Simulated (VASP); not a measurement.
The system is Na.

```
CELL_PARAMETERS angstrom
3.51000 0.00000 0.00000
0.00000 3.51000 0.00000
0.00000 0.00000 3.51000
ATOMIC_POSITIONS crystal
Na 0.00000 0.00000 0.00000
```

This isn't the form of Na at room conditions, which is bcc.

```yaml
Program: VASP 6.6.1
Task: relaxation of cell and atoms
Functional: LDA
Potentials_or_basis: VASP PAW LDA potentials, release 64 (Na_pv)
Cutoff: 600 eV
k_mesh: 12 × 12 × 12
Occupations: methfessel-paxton, width 0.05 eV
Spin: no spin polarisation
```

At the start: pressure -1.0 GPa; volume 43.24 Å³/atom.

Question: Where does the relaxation end?

Answer: Over 4 steps the energy falls by 27.7 meV/atom and the volume is 35.11 Å³/atom (-18.8 %); space group Pm-3m (No. 221, to 0.1 Å) before and after.

Step by step:
| step | energy change (eV) | largest force (eV/Å) | pressure (GPa) | volume (Å³) |
| --- | --- | --- | --- | --- |
| 1 | 0.0000 | 0.0000 | -1.01 | 43.24 |
| 2 | -0.0098 | 0.0000 | -0.88 | 41.57 |
| 3 | -0.0270 | 0.0000 | -0.27 | 36.80 |
| 4 | -0.0277 | 0.0000 | 0.09 | 35.11 |

Final structure:
```
CELL_PARAMETERS angstrom
3.27459 0.00000 0.00000
0.00000 3.27459 0.00000
0.00000 0.00000 3.27459
ATOMIC_POSITIONS crystal
Na 0.00000 0.00000 0.00000
```

Caveat: the volume moved by over 15 % at a fixed basis, so the end points are rough.
